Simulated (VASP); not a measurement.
# InSb3 (Fm-3m) in VASP: further runs

Runs on InSb3. Level: PBEsol+D4. Tasks: single point.

All numbers are computed with VASP 6.6.1; they aren't measurements. Logs are shortened: lines on timing, memory, paths and dates and some standing lists are left out, and cuts for length are marked.

**1. The cell of the first run**

The structure is cubic, space group Fm-3m (No. 225). Conventional cell: a = 7.656 Å, b = 7.656 Å, c = 7.656 Å, α = 90.00°, β = 90.00°, γ = 90.00°. In (site symmetry m-3m) has 14 Sb at 3.32 to 3.83 Å within 4.4 Å. Sb (site symmetry -43m) has 4 In at 3.32 Å and 10 Sb at 3.32 to 3.83 Å within 4.4 Å. Sb (site symmetry m-3m) has 8 Sb at 3.32 Å and 6 In at 3.83 Å within 4.4 Å.

**2. Single point, PBEsol+D4**

Contents of INCAR:

```
SYSTEM = InSb3
ALGO     = Normal         ! electronic algorithm
EDIFF    = 1E-7           ! SCF threshold, eV
ENCUT    = 520            ! plane-wave cutoff, eV
GGA      = PS             ! functional
ISIF     = 2              ! what is computed and relaxed
ISMEAR   = -1             ! smearing method
IVDW     = 13             ! dispersion correction
LASPH    = .TRUE.         ! aspherical terms in the spheres
LCHARG   = .FALSE.        ! write CHGCAR
LREAL    = .FALSE.        ! projectors in reciprocal space
LWAVE    = .FALSE.        ! write WAVECAR
NBANDS   = 22             ! bands
NELM     = 80             ! most SCF steps
PREC     = Accurate       ! precision mode
SIGMA    = 0.05           ! smearing width, eV
```

Contents of KPOINTS:

```
k-points
0
G
  4 4 4
  0 0 0
```

Contents of POSCAR:

```
InSb3
1.0
    0.0000000000      3.8279889254      3.8279889254
    3.8279889254      0.0000000000      3.8279889254
    3.8279889254      3.8279889254      0.0000000000
In Sb
1 3
Direct
    0.0000000000      0.0000000000      0.0000000000
    0.2500000000      0.2500000000      0.2500000000
    0.7500000000      0.7500000000      0.7500000000
    0.5000000000      0.5000000000      0.5000000000
```

Potentials or basis: VASP PAW PBE potentials, release 64 (In_d, Sb).

On the command line:

```sh
> cat potpaw_PBE.64/In_d/POTCAR potpaw_PBE.64/Sb/POTCAR > POTCAR
> mpirun -np 1 vasp_std > vasp.out
```

OUTCAR:

```text
SYSTEM = InSb3
   EDIFF = 1E-7
   ENCUT = 520
   GGA = PS
   ISIF = 2
   ISMEAR = -1
   IVDW = 13
   LASPH = .TRUE.
   LREAL = .FALSE.
   NELM = 80
   PREC = Accurate

 ion  position               nearest neighbor table
   1  0.000  0.000  0.000-   2 3.32   3 3.32   3 3.32   3 3.32   3 3.32   2 3.32   2 3.32   2 3.32
                             4 3.83   4 3.83   4 3.83   4 3.83   4 3.83   4 3.83
   2  0.250  0.250  0.250-   1 3.32   4 3.32   1 3.32   1 3.32   1 3.32   4 3.32   4 3.32   4 3.32

   3  0.750  0.750  0.750-   1 3.32   4 3.32   4 3.32   4 3.32   4 3.32   1 3.32   1 3.32   1 3.32

   4  0.500  0.500  0.500-   2 3.32   3 3.32   2 3.32   2 3.32   2 3.32   3 3.32   3 3.32   3 3.32
                             1 3.83   1 3.83   1 3.83   1 3.83   1 3.83   1 3.83

  LATTYP: Found a face centered cubic cell.
 ALAT       =     7.6559778508

  Lattice vectors:

 A1 = (   0.0000000000,   3.8279889254,   3.8279889254)
 A2 = (   3.8279889254,   0.0000000000,   3.8279889254)
 A3 = (   3.8279889254,   3.8279889254,   0.0000000000)

Analysis of symmetry for initial positions (statically):
=====================================================================
 Subroutine PRICEL returns:
 Original cell was already a primitive cell.

 Routine SETGRP: Setting up the symmetry group for a
 face centered cubic supercell.

 Subroutine GETGRP returns: Found 48 space group operations
 (whereof 48 operations were pure point group operations)
 out of a pool of 48 trial point group operations.

The static configuration has the point symmetry O_h .

Analysis of symmetry for dynamics (positions and initial velocities):
=====================================================================
 Subroutine PRICEL returns:
 Original cell was already a primitive cell.

 Routine SETGRP: Setting up the symmetry group for a
 face centered cubic supercell.

 Subroutine GETGRP returns: Found 48 space group operations
 (whereof 48 operations were pure point group operations)
 out of a pool of 48 trial point group operations.

The dynamic configuration has the point symmetry O_h .

 Subroutine INISYM returns: Found 48 space group operations
 (whereof 48 operations are pure point group operations),
 and found     1 'primitive' translations

----------------------------------------------------------------------------------------

                                     Primitive cell

  volume of cell :     112.1869

  direct lattice vectors                    reciprocal lattice vectors
     0.000000000  3.827988925  3.827988925    -0.130616888  0.130616888  0.130616888
     3.827988925  0.000000000  3.827988925     0.130616888 -0.130616888  0.130616888
     3.827988925  3.827988925  0.000000000     0.130616888  0.130616888 -0.130616888

  length of vectors
     5.413593855  5.413593855  5.413593855     0.226235086  0.226235086  0.226235086

  position of ions in fractional coordinates (direct lattice)
     0.000000000  0.000000000  0.000000000
     0.250000000  0.250000000  0.250000000
     0.750000000  0.750000000  0.750000000
     0.500000000  0.500000000  0.500000000

  ion indices of the primitive-cell ions
   primitive index   ion index
                 1           1
                 2           2
                 3           3
                 4           4

----------------------------------------------------------------------------------------

 KPOINTS: k-points

Automatic generation of k-mesh.
 Grid dimensions read from file:
 generate k-points for:    4    4    4

 Generating k-lattice:

  Cartesian coordinates                     Fractional coordinates (reciprocal lattice)
    -0.032654222  0.032654222  0.032654222     0.250000000  0.000000000  0.000000000
     0.032654222 -0.032654222  0.032654222     0.000000000  0.250000000  0.000000000
     0.032654222  0.032654222 -0.032654222     0.000000000  0.000000000  0.250000000

  Length of vectors
     0.056558772  0.056558772  0.056558772

  Shift w.r.t. Gamma in fractional coordinates (k-lattice)
     0.000000000  0.000000000  0.000000000

 Subroutine IBZKPT returns following result:
 ===========================================

 Found      8 irreducible k-points:

 Following reciprocal coordinates:
            Coordinates               Weight
  0.000000  0.000000  0.000000      1.000000
  0.250000  0.000000  0.000000      8.000000
  0.500000  0.000000  0.000000      4.000000
  0.250000  0.250000  0.000000      6.000000
  0.500000  0.250000  0.000000     24.000000
 -0.250000  0.250000  0.000000     12.000000
  0.500000  0.500000  0.000000      3.000000
 -0.250000  0.500000  0.250000      6.000000
   k-points           NKPTS =      8   k-points in BZ     NKDIM =      8   number of bands    NBANDS=     22
   number of dos      NEDOS =    301   number of ions     NIONS =      4
   total plane-waves  NPLWV =  64000
   dimension x,y,z NGX =    40 NGY =   40 NGZ =   40
   dimension x,y,z NGXF=    80 NGYF=   80 NGZF=   80
   ions per type =               1   3
   NGX,Y,Z   is equivalent  to a cutoff of  12.28, 12.28, 12.28 a.u.
   NGXF,Y,Z  is equivalent  to a cutoff of  24.57, 24.57, 24.57 a.u.
 SYSTEM =  InSb3
   PREC   = accura    normal or accurate (medium, high low for compatibility)
   ISTART =      0    job   : 0-new  1-cont  2-samecut
   ICHARG =      2    charge: 1-file 2-atom 10-const
   ISPIN  =      1    spin polarized calculation?
   LNONCOLLINEAR =      F non collinear calculations
   LSORBIT =      F    spin-orbit coupling
   LASPH  =      T    aspherical Exc in radial PAW
   ENCUT  =  520.0 eV  38.22 Ry    6.18 a.u.  10.07 10.07 10.07*2*pi/ulx,y,z
   NELM   =     80;   NELMIN=  2; NELMDL= -5     # of ELM steps
   EDIFF  = 0.1E-06   stopping-criterion for ELM
   LREAL  =      F    real-space projection
   EDIFFG = 0.1E-05   stopping-criterion for IOM
   NSW    =      0    number of steps for IOM
   IBRION =     -1    ionic relax: 0-MD 1-quasi-New 2-CG
   NFREE  =      0    steps in history (QN), initial steepest desc. (CG)
   ISIF   =      2    stress and relaxation
   ISYM   =      2    0-nonsym 1-usesym 2-fastsym
   POTIM  = 0.5000    time-step for ionic-motion
   TEBEG  =    0.0;   TEEND  =   0.0 temperature during run
   PSTRESS=    0.0 pullay stress
   NELECT =      28.0000    total number of electrons
   NUPDOWN=      -1.0000    fix difference up-down
   EMIN   =  10.00;   EMAX   =-10.00  energy-range for DOS
   EFERMI =   0.00;   METHOD = LEGACY
   ISMEAR =    -1;   SIGMA  =   0.05  broadening in eV -4-tet -1-fermi 0-gaus
   EFERMI_NEDOS =   21; number of points for ismear=-14 and -15
   IALGO  =     38    algorithm
   IMIX   =      4    mixing-type and parameters
     AMIX     =   0.40;   BMIX     =  1.00
     AMIX_MAG =   1.60;   BMIX_MAG =  1.00
  volume/ion in A,a.u.               =      28.05       189.27
  Fermi-wavevector in a.u.,A,eV,Ry     =   1.030735  1.947806 14.455016  1.062414
  Thomas-Fermi vector in A             =   2.164848
   LORBIT       =      0    0 simple, 1 ext, 2 COOP (PROOUT), +10 PAW based schemes
   GGA     = PS    functional components
   LHFCALC =     F    Hartree Fock is set to
   AEXX    =    0.0000 exact exchange contribution
   IVDW    =    13    specifies the selected vdW correction
   LEPSILON=     F    determine dielectric tensor
   LRPA    =     F    only Hartree local field effects (RPA)
 non-spin polarized calculation
  energy-cutoff  :      520.00
  volume of cell :      112.19
 maximum number of plane-waves:      3042
   NGX = 21   NGY = 21   NGZ = 21

 number of electron      27.9999999 magnetization

 Free energy of the ion-electron system (eV)
  ---------------------------------------------------
  ext. energy  EPLUGINS =         0.00000000
  ---------------------------------------------------
  free energy    TOTEN  =       -15.80828721 eV

  energy without entropy =      -15.75072092  energy(sigma->0) =      -15.77950406

 E-fermi :   7.4839     XC(G=0): -10.1439

 val. band max:        7.4657536825   @ k =   0.2500   0.0000   0.0000
 cond. band min:       7.4861498045   @ k =   0.5000   0.2500   0.0000
 fundamental gap:      0.0203961219
 Fermi energy:         7.4839434791

 k-point     1 :       0.0000    0.0000    0.0000
  band No.  band energies     occupation
      1      -6.9290      2.00000
      2      -6.9290      2.00000
      3      -6.9290      2.00000
      4      -6.9007      2.00000
      5      -6.9007      2.00000
      6      -4.5730      2.00000
[... 14 lines left out ...]
     21      13.9712      0.00000
     22      13.9712      0.00000

 k-point     2 :       0.2500    0.0000    0.0000
  band No.  band energies     occupation
      1      -6.9355      2.00000
      2      -6.9263      2.00000
      3      -6.9263      2.00000
      4      -6.9013      2.00000
      5      -6.9013      2.00000
      6      -4.1298      2.00000
[... 14 lines left out ...]
     21      12.4322      0.00000
     22      12.9956      0.00000

 k-point     3 :       0.5000    0.0000    0.0000
  band No.  band energies     occupation
      1      -6.9428      2.00000
      2      -6.9242      2.00000
      3      -6.9242      2.00000
      4      -6.9015      2.00000
      5      -6.9015      2.00000
      6      -3.1682      2.00000
[... 14 lines left out ...]
     21      13.0340      0.00000
     22      15.6935      0.00000

 k-point     4 :       0.2500    0.2500    0.0000
  band No.  band energies     occupation
      1      -6.9398      2.00000
      2      -6.9237      2.00000
      3      -6.9237      2.00000
      4      -6.9053      2.00000
      5      -6.8995      2.00000
      6      -3.9805      2.00000
[... 14 lines left out ...]
     21      12.1491      0.00000
     22      12.1491      0.00000

 k-point     5 :       0.5000    0.2500    0.0000
  band No.  band energies     occupation
      1      -6.9419      2.00000
      2      -6.9261      2.00000
      3      -6.9210      2.00000
      4      -6.9071      2.00000
      5      -6.9001      2.00000
      6      -3.0297      2.00000
[... 14 lines left out ...]
     21      12.6032      0.00000
     22      13.6803      0.00000

 k-point     6 :      -0.2500    0.2500    0.0000
  band No.  band energies     occupation
      1      -6.9356      2.00000
      2      -6.9305      2.00000
      3      -6.9232      2.00000
      4      -6.9031      2.00000
      5      -6.9024      2.00000
      6      -3.4202      2.00000
[... 14 lines left out ...]
     21      12.8856      0.00000
     22      14.1910      0.00000

 k-point     7 :       0.5000    0.5000    0.0000
  band No.  band energies     occupation
      1      -6.9508      2.00000
      2      -6.9182      2.00000
      3      -6.9182      2.00000
      4      -6.9120      2.00000
      5      -6.8983      2.00000
      6      -2.4569      2.00000
[... 14 lines left out ...]
     21      12.4509      0.00000
     22      12.8792      0.00000

 k-point     8 :      -0.2500    0.5000    0.2500
  band No.  band energies     occupation
      1      -6.9353      2.00000
      2      -6.9353      2.00000
      3      -6.9182      2.00000
      4      -6.9085      2.00000
      5      -6.9007      2.00000
      6      -2.1249      2.00000
[... 14 lines left out ...]
     21      11.5495      0.00000
     22      15.2007      0.00000

------------------------ aborting loop because EDIFF is reached ----------------------------------------

  DFT-D4 for vdW energy calculation

  Edisp (eV):   -1.12698

  FORCE on cell =-STRESS in cart. coord.  units (eV):
  Direction    XX          YY          ZZ          XY          YZ          ZX
  --------------------------------------------------------------------------------------
  -------------------------------------------------------------------------------------
  Total      -4.81347    -4.81347    -4.81347     0.00000     0.00000    -0.00000
  in kB     -68.74274   -68.74274   -68.74274     0.00000     0.00000    -0.00000
  external pressure =      -68.74 kB  Pullay stress =        0.00 kB

 VOLUME and BASIS-vectors are now :
 -----------------------------------------------------------------------------
  energy-cutoff  :      520.00
  volume of cell :      112.19
      direct lattice vectors                 reciprocal lattice vectors
     0.000000000  3.827988925  3.827988925    -0.130616888  0.130616888  0.130616888
     3.827988925  0.000000000  3.827988925     0.130616888 -0.130616888  0.130616888
     3.827988925  3.827988925  0.000000000     0.130616888  0.130616888 -0.130616888

 POSITION                                       TOTAL-FORCE (eV/Angst)
 -----------------------------------------------------------------------------------
      0.00000      0.00000      0.00000         0.000000     -0.000000      0.000000
      1.91399      1.91399      1.91399         0.000000      0.000000     -0.000000
      5.74198      5.74198      5.74198        -0.000000     -0.000000     -0.000000
      3.82799      3.82799      3.82799         0.000000     -0.000000      0.000000
 -----------------------------------------------------------------------------------
    total drift:                               -0.000000      0.000000      0.000000

  FREE ENERGIE OF THE ION-ELECTRON SYSTEM (eV)
  ---------------------------------------------------
  free  energy   TOTEN  =       -16.9352696007 eV

  energy  without entropy=      -16.8777033081  energy(sigma->0) =      -16.90648645
```

It took 13 s on 1 thread of Intel Xeon 6975P-C (Granite Rapids), shared host; peak memory 0.24 GiB.

Results:

```yaml
Free_energy: -16.9353 eV
Pressure: -6.9 GPa
Band_gap_on_the_k_mesh: zero (band 14 reaches 8.63 eV, above the bottom of band 15 at 5.18 eV)
Dispersion_energy_per_atom: -0.282 eV
```

Caveat: the PAW data sets were made with another functional, which shifts forces and pressure a little; spin-orbit coupling is left out, which moves the levels of the heavy elements; pairwise dispersion overbinds metals, which lowers pressure and volume.

**3. Single point, PBEsol+D4**

This run uses another cell than the first one, of 28.78 Å³/atom, 1.026 times its volume.

Contents of INCAR:

```
PREC     = Accurate       # precision mode
ENCUT    = 520            # plane-wave cutoff, eV
EDIFF    = 1E-6           # SCF threshold, eV
ISMEAR   = -1             # smearing method
SIGMA    = 0.05           # smearing width, eV
LREAL    = F              # projectors in reciprocal space
LASPH    = T              # aspherical terms in the spheres
NELM     = 60             # most SCF steps
ALGO     = Normal         # electronic algorithm
ISIF     = 2              # what is computed and relaxed
LWAVE    = F              # write WAVECAR
LCHARG   = T              # write CHGCAR
GGA      = PS             # functional
IVDW     = 13             # dispersion correction
LELF     = T              # ELF
LVHAR    = T            
NBANDS   = 22             # bands
```

Contents of KPOINTS:

```
regular mesh
0
Gamma
  4 4 4
```

Contents of POSCAR:

```
InSb3
1.0
    0.0000000000      3.8608488066      3.8608488066
    3.8608488066      0.0000000000      3.8608488066
    3.8608488066      3.8608488066      0.0000000000
In Sb
1 3
Direct
    0.0000000000      0.0000000000      0.0000000000
    0.2500000000      0.2500000000      0.2500000000
    0.7500000000      0.7500000000      0.7500000000
    0.5000000000      0.5000000000      0.5000000000
```

Potentials or basis: VASP PAW PBE potentials, release 64 (In_d, Sb).

On the command line:

```sh
> cat potpaw_PBE.64/In_d/POTCAR potpaw_PBE.64/Sb/POTCAR > POTCAR
> mpirun -np 1 vasp_std > vasp.out
```

Run time: 14 s. Hardware: 1 thread of Intel Xeon 6975P-C (Granite Rapids), shared host; peak memory 0.25 GiB.

The run converged. Its results:

```yaml
Free_energy: -16.8032 eV
Pressure: -7.6 GPa
Band_gap_on_the_k_mesh: zero (band 14 reaches 8.29 eV, above the bottom of band 15 at 4.95 eV)
Dispersion_energy_per_atom: -0.275 eV
```

Levels at points of the mesh, in eV from the Fermi level:
| k point | band 12 | band 13 | band 14 | band 15 | band 16 | band 17 |
| --- | --- | --- | --- | --- | --- | --- |
| (0.00, 0.00, 0.00) | -2.32 | -2.24 | -2.24 | -2.24 | -0.60 | -0.60 |
| (0.50, 0.00, 0.00) | -2.42 | -2.42 | -0.34 | -0.21 | 1.84 | 1.84 |
| (0.50, 0.50, 0.00) | 0.17 | 0.85 | 0.85 | 1.02 | 1.60 | 1.72 |

Caveat: the PAW data sets were made with another functional, which shifts forces and pressure a little; spin-orbit coupling is left out, which moves the levels of the heavy elements; pairwise dispersion overbinds metals, which lowers pressure and volume.

**4. Single point, PBEsol+D4**

This run uses another cell than the first one, of 29.50 Å³/atom, 1.052 times its volume.

Contents of INCAR:

```
SYSTEM = InSb3
ALGO = Normal
EDIFF = 1E-6
ENCUT = 520
GGA = PS
ISIF = 2
ISMEAR = -1
IVDW = 13
LASPH = .TRUE.
LCHARG = .TRUE.
LELF = .TRUE.
LREAL = .FALSE.
LVHAR = .TRUE.
LWAVE = .FALSE.
NBANDS = 22
NELM = 60
PREC = Accurate
SIGMA = 0.05
```

Contents of KPOINTS:

```
k-points
0
G
  4 4 4
  0 0 0
```

Contents of POSCAR:

```
InSb3
1.0
    0.0000000000      3.8931586670      3.8931586670
    3.8931586670      0.0000000000      3.8931586670
    3.8931586670      3.8931586670      0.0000000000
In Sb
1 3
Direct
    0.0000000000      0.0000000000      0.0000000000
    0.2500000000      0.2500000000      0.2500000000
    0.7500000000      0.7500000000      0.7500000000
    0.5000000000      0.5000000000      0.5000000000
```

On the command line:

```sh
> cat potpaw_PBE.64/In_d/POTCAR potpaw_PBE.64/Sb/POTCAR > POTCAR
> mpirun -np 1 vasp_std > vasp.out
```

Run time: 14 s. Hardware: 1 thread of Intel Xeon 6975P-C (Granite Rapids), shared host; peak memory 0.25 GiB.

The run converged. Its results:

```yaml
Free_energy: -16.6586 eV
Pressure: -8.2 GPa
Band_gap_on_the_k_mesh: zero (band 14 reaches 7.97 eV, above the bottom of band 15 at 4.73 eV)
Dispersion_energy_per_atom: -0.268 eV
```

Levels at points of the mesh, in eV from the Fermi level:
| k point | band 12 | band 13 | band 14 | band 15 | band 16 | band 17 |
| --- | --- | --- | --- | --- | --- | --- |
| (0.00, 0.00, 0.00) | -2.25 | -2.18 | -2.18 | -2.18 | -0.57 | -0.57 |
| (0.50, 0.00, 0.00) | -2.35 | -2.35 | -0.38 | -0.26 | 1.79 | 1.79 |
| (0.50, 0.50, 0.00) | 0.11 | 0.81 | 0.81 | 0.92 | 1.54 | 1.68 |

Caveat: the PAW data sets were made with another functional, which shifts forces and pressure a little; spin-orbit coupling is left out, which moves the levels of the heavy elements; pairwise dispersion overbinds metals, which lowers pressure and volume.

**5. The runs side by side**

```tsv
cell	gap on the mesh (eV)	pressure (GPa)
a = 5.414 Å, angles 60.0°, 4 atoms	none	-6.9
a = 5.460 Å, angles 60.0°, 4 atoms	none	-7.6
a = 5.506 Å, angles 60.0°, 4 atoms	none	-8.2
```

Alike in all rows: task single point; level PBEsol+D4; potentials or basis VASP PAW PBE potentials, release 64 (In_d, Sb); no spin polarisation; k mesh 4 × 4 × 4; cutoff (eV) 520; smearing fermi-dirac 0.05 eV.

Caveats: the PAW data sets were made with another functional, which shifts forces and pressure a little; spin-orbit coupling is left out, which moves the levels of the heavy elements; pairwise dispersion overbinds metals, which lowers pressure and volume.

Total energies depend on the potentials used, so only differences within one code and one set of settings carry meaning.
